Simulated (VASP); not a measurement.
Input of a VASP 6.6.1 run:

File INCAR:

```
  PREC = Accurate
  ENCUT = 520
  EDIFF = 1E-7
  ISMEAR = 0
  SIGMA = 0.05
  LREAL = False
  LASPH = True
  NELM = 80
  ALGO = Normal
  ISIF = 2
  LWAVE = False
  LCHARG = False
  NBANDS = 11
```

KPOINTS

```
Automatic mesh
0
Gamma
  12 12 12
```

Contents of POSCAR:

```
BN
1.0
    0.0000000000      1.8130010000      1.8130010000
    1.8130010000      0.0000000000      1.8130010000
    1.8130010000      1.8130010000      0.0000000000
B N
1 1
Direct
    0.0000000000      0.0000000000      0.0000000000
    0.7500000000      0.7500000000      0.8718812726
```

Potentials or basis: VASP PAW LDA potentials, release 64 (B, N).

Run with:

```bash
$ cat potpaw_LDA.64/B/POTCAR potpaw_LDA.64/N/POTCAR > POTCAR
$ mpirun -np 1 vasp_std > vasp.out
```

Estimate the band gap on the k mesh.

1.70 eV, indirect (least direct gap 6.13 eV).

Estimate the pressure.

15.4 GPa.

Stress tensor (GPa, compression positive):
```
11.74 27.88  7.17
27.88 11.74  7.17
 7.17  7.17 22.84
```

Caveat: the cell differs from its parent crystal (all N atoms moved +0.312 Å, as atom 2 along Cartesian [1 1 0]); forces of over 1 eV/Å act on the atoms, so gaps and moduli don't describe the material at rest. A k mesh can miss the band edges.
